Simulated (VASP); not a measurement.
# Si16O (a cell with a defect) in VASP: notebook

The runs below take Si16O (a cell with a defect) through single point, with PBE.

All numbers are computed with VASP 6.6.1; they aren't measurements. Logs are shortened: lines on timing, memory, paths and dates and some standing lists are left out, and cuts for length are marked.

### Step 1. The cell of the first run

The cell holds a defect, 17 atoms: a = 7.679 Å, b = 7.679 Å, c = 7.679 Å, α = 60.00°, β = 60.00°, γ = 60.00°.

### Step 2. Single point, PBE, collinear spin, zero start

Input file INCAR:

```
SYSTEM = Si16O
ALGO = Normal
EDIFF = 1E-6
ENCUT = 520
GGA = PE
ISIF = 2
ISMEAR = -1
ISPIN = 2
LASPH = .TRUE.
LCHARG = .FALSE.
LORBIT = 11
LREAL = Auto
LWAVE = .FALSE.
MAGMOM = 0 0 0 0 0 0 0 0 0 0 0 0 0 0 0 0 0
NBANDS = 53
NELM = 150
PREC = Accurate
SIGMA = 0.05
```

Input file KPOINTS:

```
k-points
0
G
  2 2 2
  0 0 0
```

Input file POSCAR:

```
Si16O
1.0
    0.0000000000      5.4300000000      5.4300000000
    5.4300000000      0.0000000000      5.4300000000
    5.4300000000      5.4300000000      0.0000000000
Si O
16 1
Direct
   -0.0176140884      0.0038494475     -0.0143271639
    0.1117830571      0.1281539595      0.1053615101
    0.0099812155     -0.0091088398      0.4763093923
    0.1331986188      0.1064927256      0.6116310313
   -0.0336517495      0.4962657459      0.0091867403
    0.0951046961      0.6291232965      0.1216372928
    0.0010192449      0.4813984346      0.4948269797
    0.0996438306      0.6176073665      0.6337270718
    0.4734127072      0.0704605893     -0.0382447514
    0.6063828729      0.1452499079      0.1196476980
    0.5074570902     -0.0203406998      0.4910244936
    0.6332809392      0.1350759669      0.5832713628
    0.4683465930      0.5149071823      0.0095202578
    0.5974125230      0.6147296501      0.1491622468
    0.4728142726      0.4973717311      0.5216603131
    0.6256250460      0.6040780847      0.6355611418
    0.6595476059      0.8377255064      0.9449015654
```

Potentials or basis: VASP PAW PBE potentials, release 64 (Si, O).

On the command line:

```bash
$ cat potpaw_PBE.64/Si/POTCAR potpaw_PBE.64/O/POTCAR > POTCAR
$ mpirun -np 1 vasp_std > vasp.out
```

OUTCAR:

```text
SYSTEM = Si16O
   EDIFF = 1E-6
   ENCUT = 520
   GGA = PE
   ISIF = 2
   ISMEAR = -1
   ISPIN = 2
   LASPH = .TRUE.
   LORBIT = 11
   LREAL = Auto
   NELM = 150
   PREC = Accurate

 ion  position               nearest neighbor table
   1  0.982  0.004  0.986-   2 2.34   6 2.35   4 2.35  10 2.36
   2  0.112  0.128  0.105-   9 2.31   5 2.32   3 2.33   1 2.34
   3  0.010  0.991  0.476-   2 2.33   4 2.35   8 2.35  12 2.37
   4  0.133  0.106  0.612-  11 2.35   3 2.35   7 2.35   1 2.35
   5  0.966  0.496  0.009-   2 2.32  14 2.32   6 2.35   8 2.35  17 2.52
   6  0.095  0.629  0.122-  13 2.35   5 2.35   7 2.35   1 2.35
   7  0.001  0.481  0.495-   6 2.35   8 2.35   4 2.35  16 2.36
   8  0.100  0.618  0.634-  15 2.34   7 2.35   5 2.35   3 2.35
   9  0.473  0.070  0.962-  17 1.66   2 2.31  10 2.32  12 2.41  14 2.87
  10  0.606  0.145  0.120-   9 2.32  13 2.32  11 2.35   1 2.36
  11  0.507  0.980  0.491-  10 2.35   4 2.35  12 2.35  16 2.36
  12  0.633  0.135  0.583-  15 2.31  11 2.35   3 2.37   9 2.41
  13  0.468  0.515  0.010-  14 2.32  10 2.32   6 2.35  16 2.36
  14  0.597  0.615  0.149-  17 1.73  13 2.32   5 2.32  15 2.34   9 2.87
  15  0.473  0.497  0.522-  12 2.31  14 2.34   8 2.34  16 2.35
  16  0.626  0.604  0.636-  15 2.35   7 2.36  11 2.36  13 2.36
  17  0.660  0.838  0.945-   9 1.66  14 1.73   5 2.52

  LATTYP: Found a face centered cubic cell.
 ALAT       =    10.8600000000

  Lattice vectors:

 A1 = (   0.0000000000,   5.4300000000,   5.4300000000)
 A2 = (   5.4300000000,   0.0000000000,   5.4300000000)
 A3 = (   5.4300000000,   5.4300000000,   0.0000000000)

Analysis of symmetry for initial positions (statically):
=====================================================================
 Subroutine PRICEL returns:
 Original cell was already a primitive cell.

 Routine SETGRP: Setting up the symmetry group for a
 face centered cubic supercell.

 Subroutine GETGRP returns: Found  1 space group operations
 (whereof  1 operations were pure point group operations)
 out of a pool of 48 trial point group operations.

The static configuration has the point symmetry C_1 .

Analysis of symmetry for dynamics (positions and initial velocities):
=====================================================================
 Subroutine PRICEL returns:
 Original cell was already a primitive cell.

 Routine SETGRP: Setting up the symmetry group for a
 face centered cubic supercell.

 Subroutine GETGRP returns: Found  1 space group operations
 (whereof  1 operations were pure point group operations)
 out of a pool of 48 trial point group operations.

The dynamic configuration has the point symmetry C_1 .

Analysis of structural, dynamic, and magnetic symmetry:
=====================================================================
 Subroutine PRICEL returns:
 Original cell was already a primitive cell.

 Routine SETGRP: Setting up the symmetry group for a
 face centered cubic supercell.

 Subroutine GETGRP returns: Found  1 space group operations
 (whereof  1 operations were pure point group operations)
 out of a pool of 48 trial point group operations.

The overall configuration has the point symmetry C_1 .

 Subroutine INISYM returns: Found  1 space group operations
 (whereof  1 operations are pure point group operations),
 and found     1 'primitive' translations

----------------------------------------------------------------------------------------

                                     Primitive cell

  volume of cell :     320.2060

  direct lattice vectors                    reciprocal lattice vectors
     0.000000000  5.430000000  5.430000000    -0.092081031  0.092081031  0.092081031
     5.430000000  0.000000000  5.430000000     0.092081031 -0.092081031  0.092081031
     5.430000000  5.430000000  0.000000000     0.092081031  0.092081031 -0.092081031

  length of vectors
     7.679179644  7.679179644  7.679179644     0.159489025  0.159489025  0.159489025

  position of ions in fractional coordinates (direct lattice)
     0.982385912  0.003849448  0.985672836
[... 44 lines left out ...]
  ---------------------------------------------------
  free energy    TOTEN  =       -91.79986052 eV

  energy without entropy =      -91.79621232  energy(sigma->0) =      -91.79803642

 E-fermi :   6.1724     XC(G=0):  -9.5337

 val. band max:        5.9592883335   @ k =   0.0000   0.0000   0.0000
 cond. band min:       6.3479332013   @ k =   0.0000   0.0000   0.0000
 fundamental gap:      0.3886448678
 Fermi energy:         6.1724461020

 spin component 1

 k-point     1 :       0.0000    0.0000    0.0000
  band No.  band energies     occupation
      1     -14.4879      1.00000
      2      -5.8140      1.00000
      3      -4.3470      1.00000
      4      -3.7000      1.00000
      5      -3.6841      1.00000
      6      -3.2870      1.00000
[... 389 lines left out ...]
     46      10.3558      0.00000
     47      10.3881      0.00000
 Fermi energy:         6.1724461020

 spin component 2

 k-point     1 :       0.0000    0.0000    0.0000
  band No.  band energies     occupation
      1     -14.4879      1.00000
      2      -5.8140      1.00000
      3      -4.3470      1.00000
      4      -3.7000      1.00000
      5      -3.6841      1.00000
      6      -3.2870      1.00000
[... 389 lines left out ...]
     46      10.3558      0.00000
     47      10.3881      0.00000
 [bands above 47 left out]

------------------------ aborting loop because EDIFF is reached ----------------------------------------

  FORCE on cell =-STRESS in cart. coord.  units (eV):
  Direction    XX          YY          ZZ          XY          YZ          ZX
  --------------------------------------------------------------------------------------
  -------------------------------------------------------------------------------------
  Total        9.1759869     10.3589911      8.1218945     -3.0939295     -2.1652845      3.5646464
  in kB       45.9128111     51.8320705     40.6385721    -15.4807327    -10.8341805     17.8360038
  external PRESSURE =      46.1278179 kB  Pullay stress =       0.0000000 kB

 VOLUME and BASIS-vectors are now :
 -----------------------------------------------------------------------------
  energy-cutoff  :      520.00
  volume of cell :      320.21
      direct lattice vectors                 reciprocal lattice vectors
     0.000000000  5.430000000  5.430000000    -0.092081031  0.092081031  0.092081031
     5.430000000  0.000000000  5.430000000     0.092081031 -0.092081031  0.092081031
     5.430000000  5.430000000  0.000000000     0.092081031  0.092081031 -0.092081031

 POSITION                                       TOTAL-FORCE (eV/Angst)
 -----------------------------------------------------------------------------------
      5.37311     10.68656      5.35526        -0.022963     -0.065230     -0.085965
      1.26799      1.17909      1.30286        -0.323106      0.451513     -0.227457
      7.96690      2.64056      5.43474         0.368760      0.001902     -0.317528
      3.89941      4.04443      1.30152         0.114221     -0.107362      0.009428
      2.74461      5.29716      7.94199        -0.432920      0.513629     -0.027374
      4.07663      1.17691      3.93256         0.017725      0.103013     -0.002695
[... 9 lines left out ...]
      6.73124      6.84824      6.67729         0.157571     -0.131153      0.094025
      9.67966      8.71216      8.13019        -0.214226      0.859552     -1.480054
 -----------------------------------------------------------------------------------
    total drift:                                0.001285     -0.003139     -0.008853

  FREE ENERGIE OF THE ION-ELECTRON SYSTEM (eV)
  ---------------------------------------------------
  free  energy   TOTEN  =       -91.7998605232 eV

  energy  without entropy=      -91.7962123211  energy(sigma->0) =      -91.79803642

 total charge

# of ion       s       p       d       tot
------------------------------------------
    1        0.740   0.952   0.000   1.692
    2        0.746   0.979   0.000   1.726
    3        0.743   0.950   0.000   1.693
    4        0.738   0.959   0.000   1.697
    5        0.755   0.950   0.000   1.705
    6        0.739   0.958   0.000   1.697
[... 9 lines left out ...]
   16        0.741   0.948   0.000   1.689
   17        1.586   3.556   0.000   5.142
--------------------------------------------------
tot         13.501  18.800   0.000  32.300

 magnetization (x)

# of ion       s       p       d       tot
------------------------------------------
    1       -0.000  -0.000   0.000  -0.000
    2       -0.000  -0.000   0.000  -0.000
    3       -0.000  -0.000   0.000  -0.000
    4       -0.000   0.000   0.000   0.000
    5       -0.000  -0.000   0.000  -0.000
    6        0.000   0.000   0.000   0.000
[... 9 lines left out ...]
   16       -0.000  -0.000   0.000  -0.000
   17        0.000  -0.000   0.000  -0.000
--------------------------------------------------
tot         -0.000  -0.000   0.000  -0.000
```

Wall time 10 min (1 thread of AMD EPYC 9R14 (Zen 4), shared host); peak memory 0.68 GiB.

Results:

* Free energy: -91.7999 eV
* Pressure: 4.6 GPa
* Largest force: 1.725 eV/Å
* Band gap on the k mesh: 0.39 eV
* Net moment: 0.00 μB per cell
* Valence electrons inside the program's atomic spheres: Si 1.69, 1.73, 1.70, 1.71, 1.72, 1.67 (each value once); O 5.14

Forces in eV/Å, atoms in the order of the input:
```
Si  -0.023 -0.065 -0.086
Si  -0.323  0.452 -0.227
Si   0.369  0.002 -0.318
Si   0.114 -0.107  0.009
Si  -0.433  0.514 -0.027
Si   0.018  0.103 -0.003
Si   0.169 -0.081 -0.068
Si  -0.025 -0.017  0.030
Si  -0.031 -0.725  0.987
Si   0.029 -0.019 -0.039
Si   0.279 -0.036  0.042
Si   0.593 -0.296  0.036
Si  -0.037  0.016 -0.005
Si  -0.647  0.069  0.405
Si   0.005 -0.536  0.650
Si   0.158 -0.131  0.094
O   -0.214  0.860 -1.480
```

Levels at points of the mesh, in eV from the valence-band top:
Spin up:
| k point | band 33 | band 34 | band 35 | band 36 | band 37 | band 38 |
| --- | --- | --- | --- | --- | --- | --- |
| (0.00, 0.00, 0.00) | -0.42 | -0.12 | 0.00 | 0.39 | 0.76 | 0.86 |
| (0.50, 0.00, 0.00) | -0.81 | -0.69 | -0.54 | 1.19 | 1.36 | 1.53 |
| (0.00, 0.50, 0.00) | -0.70 | -0.65 | 0.00 | 0.85 | 1.30 | 1.46 |
| (0.00, 0.00, 0.50) | -0.84 | -0.67 | -0.39 | 1.29 | 1.30 | 1.51 |
| (0.50, 0.50, 0.50) | -0.81 | -0.71 | -0.38 | 1.10 | 1.42 | 1.45 |
| (0.50, 0.50, 0.00) | -1.33 | -1.23 | -0.13 | 1.11 | 1.35 | 1.97 |
| (0.00, 0.50, 0.50) | -1.39 | -1.11 | -0.67 | 1.17 | 1.40 | 2.14 |
| (0.50, 0.00, 0.50) | -1.34 | -1.08 | -0.50 | 1.26 | 1.40 | 1.95 |
Spin down:
```csv
k point,band 33,band 34,band 35,band 36,band 37,band 38
"(0.00, 0.00, 0.00)",-0.42,-0.12,0.00,0.39,0.76,0.86
"(0.50, 0.00, 0.00)",-0.81,-0.69,-0.54,1.19,1.36,1.53
"(0.00, 0.50, 0.00)",-0.70,-0.65,0.00,0.85,1.30,1.46
"(0.00, 0.00, 0.50)",-0.84,-0.67,-0.39,1.29,1.30,1.51
"(0.50, 0.50, 0.50)",-0.81,-0.71,-0.38,1.10,1.42,1.45
"(0.50, 0.50, 0.00)",-1.33,-1.23,-0.13,1.11,1.35,1.97
"(0.00, 0.50, 0.50)",-1.39,-1.11,-0.67,1.17,1.40,2.14
"(0.50, 0.00, 0.50)",-1.34,-1.08,-0.50,1.26,1.40,1.95
```

Caveat: the k points lie up to 0.50 Å⁻¹ apart.

[end of part 1 of 2]
